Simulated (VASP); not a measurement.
# BAs (F-43m) in VASP: vibrations by perturbation theory with LDA

Aim: the vibrations by perturbation theory of BAs with LDA.

All numbers are computed with VASP 6.6.1; they aren't measurements. Logs are shortened: lines on timing, memory, paths and dates and some standing lists are left out, and cuts for length are marked.

**1. The cell of the first run**

It takes space group F-43m (No. 216, cubic). Conventional cell: a = 4.739 Å, b = 4.739 Å, c = 4.739 Å, α = 90.00°, β = 90.00°, γ = 90.00°. B (site symmetry -43m) has 4 As at 2.05 Å within 2.7 Å. As (site symmetry -43m) has 4 B at 2.05 Å within 2.7 Å.

**2. Vibrations by perturbation theory, LDA**

Input file INCAR:

```
PREC = Accurate
ENCUT = 500
EDIFF = 1E-8
ISMEAR = 0
SIGMA = 0.01
LREAL = False
LASPH = True
NELM = 120
ALGO = Normal
ISIF = 2
LWAVE = False
LCHARG = True
GGA = CA
NBANDS = 11
IBRION = 8
NSW = 1
GGA_COMPAT = False
```

Input file KPOINTS:

```
Automatic mesh
0
Gamma
  4 4 4
```

Input file POSCAR:

```
BAs
1.0
    0.0000000000      2.3693116931      2.3693116931
    2.3693116931      0.0000000000      2.3693116931
    2.3693116931      2.3693116931      0.0000000000
B As
1 1
Direct
    0.0000000000      0.0000000000      0.0000000000
    0.2500000000      0.2500000000      0.2500000000
```

Potentials or basis: VASP PAW LDA potentials, release 64 (B, As).

Run with:

```
cat potpaw_LDA.64/B/POTCAR potpaw_LDA.64/As/POTCAR > POTCAR
mpirun -np 1 vasp_std > vasp.out
```

OUTCAR:

```text
PREC = Accurate
   ENCUT = 500
   EDIFF = 1E-8
   ISMEAR = 0
   LREAL = False
   LASPH = True
   NELM = 120
   ISIF = 2
   GGA = CA
   IBRION = 8
   NSW = 1

 ion  position               nearest neighbor table
   1  0.000  0.000  0.000-   2 2.05   2 2.05   2 2.05   2 2.05
   2  0.250  0.250  0.250-   1 2.05   1 2.05   1 2.05   1 2.05

  LATTYP: Found a face centered cubic cell.
 ALAT       =     4.7386233862

  Lattice vectors:

 A1 = (   0.0000000000,   2.3693116931,   2.3693116931)
 A2 = (   2.3693116931,   0.0000000000,   2.3693116931)
 A3 = (   2.3693116931,   2.3693116931,   0.0000000000)

Analysis of symmetry for initial positions (statically):
=====================================================================
 Subroutine PRICEL returns:
 Original cell was already a primitive cell.

 Routine SETGRP: Setting up the symmetry group for a
 face centered cubic supercell.

 Subroutine GETGRP returns: Found 24 space group operations
 (whereof 24 operations were pure point group operations)
 out of a pool of 48 trial point group operations.

The static configuration has the point symmetry T_d .

Analysis of symmetry for dynamics (positions and initial velocities):
=====================================================================
 Subroutine PRICEL returns:
 Original cell was already a primitive cell.

 Routine SETGRP: Setting up the symmetry group for a
 face centered cubic supercell.

 Subroutine GETGRP returns: Found 24 space group operations
 (whereof 24 operations were pure point group operations)
 out of a pool of 48 trial point group operations.

The dynamic configuration has the point symmetry T_d .

 Subroutine INISYM returns: Found 24 space group operations
 (whereof 24 operations are pure point group operations),
 and found     1 'primitive' translations

----------------------------------------------------------------------------------------

                                     Primitive cell

  volume of cell :      26.6009

  direct lattice vectors                    reciprocal lattice vectors
     0.000000000  2.369311693  2.369311693    -0.211031753  0.211031753  0.211031753
     2.369311693  0.000000000  2.369311693     0.211031753 -0.211031753  0.211031753
     2.369311693  2.369311693  0.000000000     0.211031753  0.211031753 -0.211031753

  length of vectors
     3.350712730  3.350712730  3.350712730     0.365517718  0.365517718  0.365517718

  position of ions in fractional coordinates (direct lattice)
     0.000000000  0.000000000  0.000000000
     0.250000000  0.250000000  0.250000000

  ion indices of the primitive-cell ions
   primitive index   ion index
                 1           1
                 2           2

----------------------------------------------------------------------------------------

 KPOINTS: Automatic mesh

Automatic generation of k-mesh.
 Grid dimensions read from file:
 generate k-points for:    4    4    4

 Generating k-lattice:

  Cartesian coordinates                     Fractional coordinates (reciprocal lattice)
    -0.052757938  0.052757938  0.052757938     0.250000000  0.000000000  0.000000000
     0.052757938 -0.052757938  0.052757938     0.000000000  0.250000000  0.000000000
     0.052757938  0.052757938 -0.052757938     0.000000000  0.000000000  0.250000000

  Length of vectors
     0.091379430  0.091379430  0.091379430

  Shift w.r.t. Gamma in fractional coordinates (k-lattice)
     0.000000000  0.000000000  0.000000000

 Subroutine IBZKPT returns following result:
 ===========================================

 Found      8 irreducible k-points:

 Following reciprocal coordinates:
            Coordinates               Weight
  0.000000  0.000000  0.000000      1.000000
  0.250000  0.000000  0.000000      8.000000
  0.500000  0.000000  0.000000      4.000000
  0.250000  0.250000  0.000000      6.000000
  0.500000  0.250000  0.000000     24.000000
 -0.250000  0.250000  0.000000     12.000000
  0.500000  0.500000  0.000000      3.000000
 -0.250000  0.500000  0.250000      6.000000
   k-points           NKPTS =      8   k-points in BZ     NKDIM =      8   number of bands    NBANDS=     11
   number of dos      NEDOS =    301   number of ions     NIONS =      2
   total plane-waves  NPLWV =  13824
   dimension x,y,z NGX =    24 NGY =   24 NGZ =   24
   dimension x,y,z NGXF=    48 NGYF=   48 NGZF=   48
   ions per type =               1   1
   NGX,Y,Z   is equivalent  to a cutoff of  11.91, 11.91, 11.91 a.u.
   NGXF,Y,Z  is equivalent  to a cutoff of  23.82, 23.82, 23.82 a.u.
 SYSTEM =  unknown system
   PREC   = accura    normal or accurate (medium, high low for compatibility)
   ISTART =      0    job   : 0-new  1-cont  2-samecut
   ICHARG =      2    charge: 1-file 2-atom 10-const
   ISPIN  =      1    spin polarized calculation?
   LNONCOLLINEAR =      F non collinear calculations
   LSORBIT =      F    spin-orbit coupling
   LASPH  =      T    aspherical Exc in radial PAW
   ENCUT  =  500.0 eV  36.75 Ry    6.06 a.u.   6.11  6.11  6.11*2*pi/ulx,y,z
   NELM   =    120;   NELMIN=  2; NELMDL= -5     # of ELM steps
   EDIFF  = 0.1E-07   stopping-criterion for ELM
   LREAL  =      F    real-space projection
   EDIFFG = 0.1E-06   stopping-criterion for IOM
   NSW    =      1    number of steps for IOM
   IBRION =      8    ionic relax: 0-MD 1-quasi-New 2-CG
   NFREE  =      0    steps in history (QN), initial steepest desc. (CG)
   ISIF   =      2    stress and relaxation
   ISYM   =      2    0-nonsym 1-usesym 2-fastsym
   POTIM  = 0.5000    time-step for ionic-motion
   TEBEG  =    0.0;   TEEND  =   0.0 temperature during run
   PSTRESS=    0.0 pullay stress
   NELECT =       8.0000    total number of electrons
   NUPDOWN=      -1.0000    fix difference up-down
   EMIN   =  10.00;   EMAX   =-10.00  energy-range for DOS
   EFERMI =   0.00;   METHOD = LEGACY
   ISMEAR =     0;   SIGMA  =   0.01  broadening in eV -4-tet -1-fermi 0-gaus
   EFERMI_NEDOS =   21; number of points for ismear=-14 and -15
   IALGO  =     38    algorithm
   IMIX   =      4    mixing-type and parameters
     AMIX     =   0.40;   BMIX     =  1.00
     AMIX_MAG =   1.60;   BMIX_MAG =  1.00
  volume/ion in A,a.u.               =      13.30        89.76
  Fermi-wavevector in a.u.,A,eV,Ry     =   1.096830  2.072708 16.368297  1.203036
  Thomas-Fermi vector in A             =   2.233179
   LORBIT       =      0    0 simple, 1 ext, 2 COOP (PROOUT), +10 PAW based schemes
   GGA     = CA    functional components
   LHFCALC =     F    Hartree Fock is set to
   AEXX    =    0.0000 exact exchange contribution
   IVDW    =     0    specifies the selected vdW correction
   LEPSILON=     F    determine dielectric tensor
   LRPA    =     F    only Hartree local field effects (RPA)
 non-spin polarized calculation
 Gauss-broadening in eV      SIGMA  =   0.01
  energy-cutoff  :      500.00
  volume of cell :       26.60
 maximum number of plane-waves:       692
   NGX = 13   NGY = 13   NGZ = 13

--------------------------------------- Ionic step        1  -------------------------------------------

 number of electron       8.0000001 magnetization

 Free energy of the ion-electron system (eV)
  ---------------------------------------------------
  ext. energy  EPLUGINS =         0.00000000
  ---------------------------------------------------
  free energy    TOTEN  =       -12.74427448 eV

  energy without entropy =      -12.74427448  energy(sigma->0) =      -12.74427448

 E-fermi :   6.5733     XC(G=0): -10.8730

 val. band max:        6.4736231424   @ k =   0.0000   0.0000   0.0000
 cond. band min:       7.7657229718   @ k =   0.5000   0.5000   0.0000
 fundamental gap:      1.2920998294
 Fermi energy:         6.5732834219

 k-point     1 :       0.0000    0.0000    0.0000
  band No.  band energies     occupation
      1      -9.1402      2.00000
      2       6.4736      2.00000
      3       6.4736      2.00000
      4       6.4736      2.00000
      5       9.7358      0.00000
      6       9.7358      0.00000
      7       9.7358      0.00000
      8      11.4757      0.00000
      9      15.9206      0.00000
     10      19.5810      0.00000
     11      19.5810      0.00000
[... 86 lines left out ...]
  band No.  band energies     occupation
      1      -4.6979      2.00000
      2      -1.5808      2.00000
      3       0.7960      2.00000
      4       1.0998      2.00000
      5      11.6352      0.00000
      6      12.4651      0.00000
      7      13.1919      0.00000
      8      13.6448      0.00000
      9      18.8017      0.00000
     10      22.1732      0.00000
     11      22.2159      0.00000

------------------------ aborting loop because EDIFF is reached ----------------------------------------

  FORCE on cell =-STRESS in cart. coord.  units (eV):
  Direction    XX          YY          ZZ          XY          YZ          ZX
  --------------------------------------------------------------------------------------
  -------------------------------------------------------------------------------------
  Total        0.1583419      0.1583419      0.1583419      0.0000000      0.0000000      0.0000000
  in kB        9.5369593      9.5369593      9.5369593      0.0000000      0.0000000      0.0000000
  external PRESSURE =       9.5369593 kB  Pullay stress =       0.0000000 kB

 VOLUME and BASIS-vectors are now :
 -----------------------------------------------------------------------------
  energy-cutoff  :      500.00
  volume of cell :       26.60
      direct lattice vectors                 reciprocal lattice vectors
     0.000000000  2.369311693  2.369311693    -0.211031753  0.211031753  0.211031753
     2.369311693  0.000000000  2.369311693     0.211031753 -0.211031753  0.211031753
     2.369311693  2.369311693  0.000000000     0.211031753  0.211031753 -0.211031753

 POSITION                                       TOTAL-FORCE (eV/Angst)
 -----------------------------------------------------------------------------------
      0.00000      0.00000      0.00000        -0.000000     -0.000000     -0.000000
      1.18466      1.18466      1.18466         0.000000      0.000000      0.000000
 -----------------------------------------------------------------------------------
    total drift:                                0.000000      0.000000      0.000000

  FREE ENERGIE OF THE ION-ELECTRON SYSTEM (eV)
  ---------------------------------------------------
  free  energy   TOTEN  =       -12.7442744764 eV

  energy  without entropy=      -12.7442744764  energy(sigma->0) =      -12.74427448

[... ionic steps 2 to 3 ...]

--------------------------------------- Ionic step        4  -------------------------------------------

------------------------ aborting loop because EDIFF is reached ----------------------------------------

[... ionic steps 5 to 6 ...]

--------------------------------------- Ionic step        7  -------------------------------------------

 Free energy of the ion-electron system (eV)
  ---------------------------------------------------
  ---------------------------------------------------
  free energy    TOTEN  =        -0.03784278 eV

  energy without entropy =       -0.03784278

------------------------ aborting loop because EDIFF is reached ----------------------------------------

 INTERNAL STRAIN TENSOR  FOR ION    2  DIRECTION 1   (eV/Angst):
 -----------------------------------------------------------------------------
    -0.00577  0.00000  0.00000
    -0.00000  0.00513 -7.18211
     0.00000 -7.18211  0.00513

 INTERNAL STRAIN TENSOR FOR ION    2 for displacements in x,y,z  (eV/Angst):
          X           Y           Z          XY          YZ          ZX
  --------------------------------------------------------------------------------
  x    -0.00000     0.00000     0.00000     0.00000    -7.18211     0.00000
  y    -0.00000     0.00000    -0.00000     0.00000     0.00000    -7.18211
  z     0.00000    -0.00000     0.00000    -7.18211     0.00000     0.00000

 SECOND DERIVATIVES (NOT SYMMETRIZED)
 ------------------------------------
               1X          1Y          1Z          2X          2Y          2Z
  1X   -17.838486    0.000000    0.000000   17.838486    0.000000    0.000000
  1Y     0.000000  -17.838486    0.000000    0.000000   17.838486    0.000000
  1Z     0.000000    0.000000  -17.838486    0.000000    0.000000   17.838486
  2X    17.848079    0.000000    0.000000  -17.848079    0.000000    0.000000
  2Y     0.000000   17.848079    0.000000    0.000000  -17.848079    0.000000
  2Z     0.000000    0.000000   17.848079    0.000000    0.000000  -17.848079

 Eigenvectors and eigenvalues of the dynamical matrix
 ----------------------------------------------------

   1 f  =   21.482303 THz   134.977293 2PiTHz  716.572507 cm-1    88.843628 meV
             X         Y         Z           dx          dy          dz
      0.000000  0.000000  0.000000     0.000000    0.934794    0.000000
      1.184656  1.184656  1.184656     0.000000   -0.355190    0.000000
[... 21 lines left out ...]
   6 f/i=    0.001917 THz     0.012048 2PiTHz    0.063959 cm-1     0.007930 meV
             X         Y         Z           dx          dy          dz
      0.000000  0.000000  0.000000     0.000000   -0.355190    0.000000
      1.184656  1.184656  1.184656     0.000000   -0.934794    0.000000

--------------------------------------------------------------------------------------------------------

 ELASTIC MODULI CONTR FROM IONIC RELAXATION (kBar)
 Direction    XX          YY          ZZ          XY          YZ          ZX
 --------------------------------------------------------------------------------
 XX          -0.0000      0.0000     -0.0000     -0.0000      0.0000     -0.0000
 YY           0.0000     -0.0000      0.0000     -0.0000     -0.0000     -0.0000
 ZZ          -0.0000      0.0000     -0.0000     -0.0000      0.0000     -0.0000
 XY          -0.0000     -0.0000     -0.0000   -182.4862      0.0000      0.0000
 YZ           0.0000     -0.0000      0.0000      0.0000   -182.4862     -0.0000
 ZX          -0.0000     -0.0000     -0.0000      0.0000     -0.0000   -182.4862
 --------------------------------------------------------------------------------
```

It took 18 s on 1 thread of Intel Xeon Platinum 8488C (Sapphire Rapids), shared host; peak memory 0.14 GiB.

What came out:

| Property | Result |
| --- | --- |
| Highest phonon frequency at Γ, LO-TO splitting left out | 717 cm⁻¹ |

Phonon frequencies in cm⁻¹ (negative: imaginary):
| q point | frequencies |
| --- | --- |
| (0.000, 0.000, 0.000) | 0 0 0 717 717 717 |

Caveat: the k points lie up to 0.57 Å⁻¹ apart.
